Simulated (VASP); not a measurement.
# ZnSe (P4/nmm) in VASP: further runs

ZnSe is run at these levels: PBEsol; tasks: single point.

Everything below comes from runs of VASP 6.6.1. Logs are shortened: lines on timing, memory, paths and dates and some standing lists are left out, and cuts for length are marked.

## Step 1: The cell of the first run

Symmetry: P4/nmm, No. 129, tetragonal system. The conventional cell has a = 4.206 Å, b = 4.206 Å, c = 5.775 Å, α = 90.00°, β = 90.00°, γ = 90.00°. Within 3.7 Å of Zn (site symmetry -4m2) lie 4 Se at 2.81 Å and 4 Zn at 2.97 Å. Within 3.7 Å of Se (site symmetry 4mm) lie 4 Zn at 2.81 Å and 4 Se at 3.61 Å.

## Step 2: Single point, PBEsol

INCAR

```
PREC = Accurate ; ENCUT = 520
EDIFF = 1E-7 ; ISMEAR = 0
SIGMA = 0.05 ; LREAL = False
LASPH = True ; NELM = 100
ALGO = Normal ; ISIF = 2
LWAVE = False ; LCHARG = False
GGA = PS ; NBANDS = 26
```

KPOINTS

```
Automatic mesh
0
Gamma
  8 8 6
```

POSCAR

```
ZnSe
1.0
    4.2058644041      0.0000000000      0.0000000000
    0.0000000000      4.2058644041      0.0000000000
    0.0000000000      0.0000000000      5.7754702926
Zn Se
2 2
Direct
    0.0000000000      0.0000000000      0.0000000000
    0.5000000000      0.5000000000      0.0000000000
    0.0000000000      0.5000000000      0.3224306008
    0.5000000000      0.0000000000      0.6775693992
```

Potentials or basis: VASP PAW PBE potentials, release 64 (Zn, Se).

Launch:

```bash
$ cat potpaw_PBE.64/Zn/POTCAR potpaw_PBE.64/Se/POTCAR > POTCAR
$ mpirun -np 1 vasp_std > vasp.out
```

OUTCAR:

```text
PREC = Accurate
   ENCUT = 520
   EDIFF = 1E-7
   ISMEAR = 0
   LREAL = False
   LASPH = True
   NELM = 100
   ISIF = 2
   GGA = PS

 ion  position               nearest neighbor table
   1  0.000  0.000  0.000-   3 2.81   4 2.81   3 2.81   4 2.81   2 2.97   2 2.97   2 2.97   2 2.97

   2  0.500  0.500  0.000-   3 2.81   4 2.81   4 2.81   3 2.81   1 2.97   1 2.97   1 2.97   1 2.97

   3  0.000  0.500  0.322-   1 2.81   2 2.81   1 2.81   2 2.81
   4  0.500  0.000  0.678-   1 2.81   2 2.81   2 2.81   1 2.81

  LATTYP: Found a simple tetragonal cell.
 ALAT       =     4.2058644041
 C/A-ratio  =     1.3731946011

  Lattice vectors:

 A1 = (   4.2058644041,   0.0000000000,   0.0000000000)
 A2 = (   0.0000000000,   4.2058644041,   0.0000000000)
 A3 = (   0.0000000000,   0.0000000000,   5.7754702926)

Analysis of symmetry for initial positions (statically):
=====================================================================
 Subroutine PRICEL returns:
 Original cell was already a primitive cell.

 Routine SETGRP: Setting up the symmetry group for a
 simple tetragonal supercell.

 Subroutine GETGRP returns: Found 16 space group operations
 (whereof  8 operations were pure point group operations)
 out of a pool of 16 trial point group operations.

The static configuration has the point symmetry D_2d.
 The point group associated with its full space group is D_4h.

Analysis of symmetry for dynamics (positions and initial velocities):
=====================================================================
 Subroutine PRICEL returns:
 Original cell was already a primitive cell.

 Routine SETGRP: Setting up the symmetry group for a
 simple tetragonal supercell.

 Subroutine GETGRP returns: Found 16 space group operations
 (whereof  8 operations were pure point group operations)
 out of a pool of 16 trial point group operations.

The dynamic configuration has the point symmetry D_2d.
 The point group associated with its full space group is D_4h.

 Subroutine INISYM returns: Found 16 space group operations
 (whereof  8 operations are pure point group operations),
 and found     1 'primitive' translations

----------------------------------------------------------------------------------------

                                     Primitive cell

  volume of cell :     102.1640

  direct lattice vectors                    reciprocal lattice vectors
     4.205864404  0.000000000  0.000000000     0.237763252  0.000000000  0.000000000
     0.000000000  4.205864404  0.000000000     0.000000000  0.237763252  0.000000000
     0.000000000  0.000000000  5.775470293     0.000000000  0.000000000  0.173146073

  length of vectors
     4.205864404  4.205864404  5.775470293     0.237763252  0.237763252  0.173146073

  position of ions in fractional coordinates (direct lattice)
     0.000000000  0.000000000  0.000000000
     0.500000000  0.500000000  0.000000000
     0.000000000  0.500000000  0.322430601
     0.500000000  0.000000000  0.677569399

  ion indices of the primitive-cell ions
   primitive index   ion index
                 1           1
                 2           2
                 3           3
                 4           4

----------------------------------------------------------------------------------------

 KPOINTS: Automatic mesh

Automatic generation of k-mesh.
 Grid dimensions read from file:
 generate k-points for:    8    8    6

 Generating k-lattice:

  Cartesian coordinates                     Fractional coordinates (reciprocal lattice)
     0.029720407  0.000000000  0.000000000     0.125000000  0.000000000  0.000000000
     0.000000000  0.029720407  0.000000000     0.000000000  0.125000000  0.000000000
     0.000000000  0.000000000  0.028857679     0.000000000  0.000000000  0.166666667

  Length of vectors
     0.029720407  0.029720407  0.028857679

  Shift w.r.t. Gamma in fractional coordinates (k-lattice)
     0.000000000  0.000000000  0.000000000

 Subroutine IBZKPT returns following result:
 ===========================================

 Found     60 irreducible k-points:

 Following reciprocal coordinates:
            Coordinates               Weight
  0.000000  0.000000  0.000000      1.000000
  0.125000  0.000000  0.000000      4.000000
  0.250000  0.000000  0.000000      4.000000
  0.375000  0.000000  0.000000      4.000000
  0.500000  0.000000  0.000000      2.000000
  0.125000  0.125000  0.000000      4.000000
[... 16 lines left out ...]
  0.375000  0.125000  0.166667     16.000000
  0.500000  0.125000  0.166667      8.000000
 [... further k-points ...]
   k-points           NKPTS =     60   k-points in BZ     NKDIM =     60   number of bands    NBANDS=     26
   number of dos      NEDOS =    301   number of ions     NIONS =      4
   total plane-waves  NPLWV =  49152
   dimension x,y,z NGX =    32 NGY =   32 NGZ =   48
   dimension x,y,z NGXF=    64 NGYF=   64 NGZF=   96
   ions per type =               2   2
   NGX,Y,Z   is equivalent  to a cutoff of  12.65, 12.65, 13.82 a.u.
   NGXF,Y,Z  is equivalent  to a cutoff of  25.30, 25.30, 27.63 a.u.
 SYSTEM =  unknown system
   PREC   = accura    normal or accurate (medium, high low for compatibility)
   ISTART =      0    job   : 0-new  1-cont  2-samecut
   ICHARG =      2    charge: 1-file 2-atom 10-const
   ISPIN  =      1    spin polarized calculation?
   LNONCOLLINEAR =      F non collinear calculations
   LSORBIT =      F    spin-orbit coupling
   LASPH  =      T    aspherical Exc in radial PAW
   ENCUT  =  520.0 eV  38.22 Ry    6.18 a.u.   7.82  7.82 10.74*2*pi/ulx,y,z
   NELM   =    100;   NELMIN=  2; NELMDL= -5     # of ELM steps
   EDIFF  = 0.1E-06   stopping-criterion for ELM
   LREAL  =      F    real-space projection
   EDIFFG = 0.1E-05   stopping-criterion for IOM
   NSW    =      0    number of steps for IOM
   IBRION =     -1    ionic relax: 0-MD 1-quasi-New 2-CG
   NFREE  =      0    steps in history (QN), initial steepest desc. (CG)
   ISIF   =      2    stress and relaxation
   ISYM   =      2    0-nonsym 1-usesym 2-fastsym
   POTIM  = 0.5000    time-step for ionic-motion
   TEBEG  =    0.0;   TEEND  =   0.0 temperature during run
   PSTRESS=    0.0 pullay stress
   NELECT =      36.0000    total number of electrons
   NUPDOWN=      -1.0000    fix difference up-down
   EMIN   =  10.00;   EMAX   =-10.00  energy-range for DOS
   EFERMI =   0.00;   METHOD = LEGACY
   ISMEAR =     0;   SIGMA  =   0.05  broadening in eV -4-tet -1-fermi 0-gaus
   EFERMI_NEDOS =   21; number of points for ismear=-14 and -15
   IALGO  =     38    algorithm
   IMIX   =      4    mixing-type and parameters
     AMIX     =   0.40;   BMIX     =  1.00
     AMIX_MAG =   1.60;   BMIX_MAG =  1.00
  volume/ion in A,a.u.               =      25.54       172.36
  Fermi-wavevector in a.u.,A,eV,Ry     =   1.156316  2.185120 18.191883  1.337066
  Thomas-Fermi vector in A             =   2.292937
   LORBIT       =      0    0 simple, 1 ext, 2 COOP (PROOUT), +10 PAW based schemes
   GGA     = PS    functional components
   LHFCALC =     F    Hartree Fock is set to
   AEXX    =    0.0000 exact exchange contribution
   IVDW    =     0    specifies the selected vdW correction
   LEPSILON=     F    determine dielectric tensor
   LRPA    =     F    only Hartree local field effects (RPA)
 non-spin polarized calculation
 Gauss-broadening in eV      SIGMA  =   0.05
  energy-cutoff  :      520.00
  volume of cell :      102.16
 maximum number of plane-waves:      2774
 NGX is ok and might be reduce to    32
   NGX = 15   NGY = 15   NGZ = 21

 number of electron      35.9999990 magnetization

 Free energy of the ion-electron system (eV)
  ---------------------------------------------------
  ext. energy  EPLUGINS =         0.00000000
  ---------------------------------------------------
  free energy    TOTEN  =       -11.38576894 eV

  energy without entropy =      -11.38576894  energy(sigma->0) =      -11.38576894

 E-fermi :   1.2562     XC(G=0):  -9.2162

 val. band max:        1.0412664656   @ k =   0.0000   0.0000   0.0000
 cond. band min:       1.4540767978   @ k =   0.0000   0.0000   0.0000
 fundamental gap:      0.4128103322
 Fermi energy:         1.2561554604

 k-point     1 :       0.0000    0.0000    0.0000
  band No.  band energies     occupation
      1     -11.7152      2.00000
      2     -10.6892      2.00000
      3      -5.9324      2.00000
      4      -5.8887      2.00000
      5      -5.8256      2.00000
      6      -5.7156      2.00000
[... 18 lines left out ...]
     25       9.6461      0.00000
     26       9.7824      0.00000

 k-point     2 :       0.1250    0.0000    0.0000
  band No.  band energies     occupation
      1     -11.6588      2.00000
      2     -10.7021      2.00000
      3      -5.9132      2.00000
      4      -5.8522      2.00000
      5      -5.8088      2.00000
      6      -5.7090      2.00000
[... 18 lines left out ...]
     25       9.7568      0.00000
     26       9.9466      0.00000

 k-point     3 :       0.2500    0.0000    0.0000
  band No.  band energies     occupation
      1     -11.5021      2.00000
      2     -10.7527      2.00000
      3      -5.8562      2.00000
      4      -5.7658      2.00000
      5      -5.7619      2.00000
      6      -5.6799      2.00000
[... 18 lines left out ...]
     25       8.7251      0.00000
     26       9.3831      0.00000

 k-point     4 :       0.3750    0.0000    0.0000
  band No.  band energies     occupation
      1     -11.2812      2.00000
      2     -10.8658      2.00000
      3      -5.7648      2.00000
      4      -5.6956      2.00000
      5      -5.6884      2.00000
      6      -5.6250      2.00000
[... 18 lines left out ...]
     25       8.4658      0.00000
     26       8.5514      0.00000
[... 496 lines left out ...]
      1     -11.4154      2.00000
      2     -10.7943      2.00000
      3      -5.8769      2.00000
      4      -5.7704      2.00000
      5      -5.7176      2.00000
      6      -5.6749      2.00000
[... 18 lines left out ...]
     25       7.6690      0.00000
     26       9.5259      0.00000

 k-point    23 :       0.3750    0.1250    0.1667
  band No.  band energies     occupation
      1     -11.2174      2.00000
      2     -10.8720      2.00000
      3      -5.8035      2.00000
      4      -5.7016      2.00000
      5      -5.6703      2.00000
      6      -5.5975      2.00000
[... 18 lines left out ...]
     25       8.8566      0.00000
     26       9.6820      0.00000

 k-point    24 :       0.5000    0.1250    0.1667
  band No.  band energies     occupation
      1     -11.0194      2.00000
      2     -11.0194      2.00000
      3      -5.6987      2.00000
      4      -5.6987      2.00000
      5      -5.6290      2.00000
      6      -5.6290      2.00000
[... 18 lines left out ...]
     25       9.1352      0.00000
     26       9.1352      0.00000

 [... further k-points ...]
[... 5 lines left out ...]
  --------------------------------------------------------------------------------------
  -------------------------------------------------------------------------------------
  Total       -5.4086094     -5.4086094    -10.1920073      0.0000000     -0.0000000      0.0000000
  in kB      -84.8200089    -84.8200089   -159.8351967      0.0000000     -0.0000000      0.0000000
  external PRESSURE =    -109.8250715 kB  Pullay stress =       0.0000000 kB

 VOLUME and BASIS-vectors are now :
 -----------------------------------------------------------------------------
  energy-cutoff  :      520.00
  volume of cell :      102.16
      direct lattice vectors                 reciprocal lattice vectors
     4.205864404  0.000000000  0.000000000     0.237763252  0.000000000  0.000000000
     0.000000000  4.205864404  0.000000000     0.000000000  0.237763252  0.000000000
     0.000000000  0.000000000  5.775470293     0.000000000  0.000000000  0.173146073

 POSITION                                       TOTAL-FORCE (eV/Angst)
 -----------------------------------------------------------------------------------
      0.00000      0.00000      0.00000         0.000000      0.000000      0.000000
      2.10293      2.10293      0.00000         0.000000     -0.000000      0.000000
      0.00000      2.10293      1.86219         0.000000     -0.000000     -2.708638
      2.10293      0.00000      3.91328         0.000000     -0.000000      2.708638
 -----------------------------------------------------------------------------------
    total drift:                                0.000000     -0.000000     -0.000000

  FREE ENERGIE OF THE ION-ELECTRON SYSTEM (eV)
  ---------------------------------------------------
  free  energy   TOTEN  =       -11.3857689429 eV

  energy  without entropy=      -11.3857689429  energy(sigma->0) =      -11.38576894
```

It took 46 s on 1 thread of Intel Xeon 6975P-C (Granite Rapids), shared host; peak memory 0.3 GiB.

What came out:

```
Free energy            : -11.3858 eV
Pressure               : -11.0 GPa
Largest force          : 2.709 eV/Å
Band gap on the k mesh : 0.41 eV, direct
```

Forces in eV/Å, atoms in the order of the input:
```
Zn   0.000  0.000  0.000
Zn   0.000  0.000  0.000
Se   0.000  0.000 -2.709
Se   0.000  0.000  2.709
```

Caveat: the PAW data sets were made with another functional, which shifts forces and pressure a little. Expect the measured gap to be larger: semilocal functionals such as PBEsol lack the derivative discontinuity.

## Step 3: Single point, PBEsol

INCAR

```
SYSTEM = ZnSe
PREC = Accurate
ENCUT = 520
EDIFF = 1E-6
ISMEAR = 0
SIGMA = 0.05
LREAL = .FALSE.
LASPH = .TRUE.
NELM = 60
ALGO = Normal
ISIF = 2
LWAVE = .FALSE.
LCHARG = .FALSE.
GGA = PS
NBANDS = 26
```

KPOINTS

```
Automatic mesh
0
G
  8 8 6
  0 0 0
```

Changes to POSCAR since step 2:

```diff
@@ -10,3 +10,3 @@
     0.5000000000      0.5000000000      0.0000000000
-    0.0000000000      0.5000000000      0.3224306008
-    0.5000000000      0.0000000000      0.6775693992
+    0.0000000000      0.5000000000      0.2862553369
+    0.5000000000      0.0000000000      0.7137446631
```

Potentials or basis: VASP PAW PBE potentials, release 64 (Zn, Se).

Launch:

```bash
$ cat potpaw_PBE.64/Zn/POTCAR potpaw_PBE.64/Se/POTCAR > POTCAR
$ mpirun -np 1 vasp_std > vasp.out
```

Run time: 46 s. Hardware: 1 thread of Intel Xeon 6975P-C (Granite Rapids), shared host; peak memory 0.3 GiB.

Results (log left out):

* Free energy: -12.3389 eV
* Pressure: -8.2 GPa
* Largest force: 1.753 eV/Å
* Band gap on the k mesh: 1.15 eV, direct

Forces in eV/Å, atoms in the order of the input:
```
Zn   0.000  0.000  0.000
Zn   0.000  0.000  0.000
Se   0.000  0.000 -1.753
Se   0.000  0.000  1.753
```

Stress tensor (GPa, compression positive):
```
-7.51  0.00  0.00
 0.00 -7.51  0.00
 0.00  0.00 -9.55
```

Levels at points of the mesh, in eV from the valence-band top:
```
           k point  band 14  band 15  band 16  band 17  band 18  band 19  band 20  band 21  band 22  band 23
(0.00, 0.00, 0.00)    -1.97    -1.97    -0.39     0.00     0.00     1.15     1.68     3.03     4.94     4.94
(0.50, 0.00, 0.00)    -4.12    -1.99    -1.99    -0.77    -0.77     3.23     3.23     4.84     4.84     6.25
(0.50, 0.50, 0.00)    -4.08    -2.07    -2.07    -1.69    -1.69     2.42     2.42     2.63     2.63     9.35
(0.00, 0.00, 0.50)    -1.54    -1.54    -1.50    -0.67    -0.67     1.86     3.22     3.39     4.82     5.65
(0.50, 0.00, 0.50)    -4.73    -0.72    -0.72    -0.72    -0.72     1.87     1.87     5.51     5.51     5.56
(0.50, 0.50, 0.50)    -3.73    -2.64    -2.64    -2.46    -2.46     4.01     4.01     4.30     4.30     7.71
```

Caveat: the PAW data sets were made with another functional, which shifts forces and pressure a little. As with any semilocal functional, this PBEsol gap is likely too small.

[end of part 1 of 2]
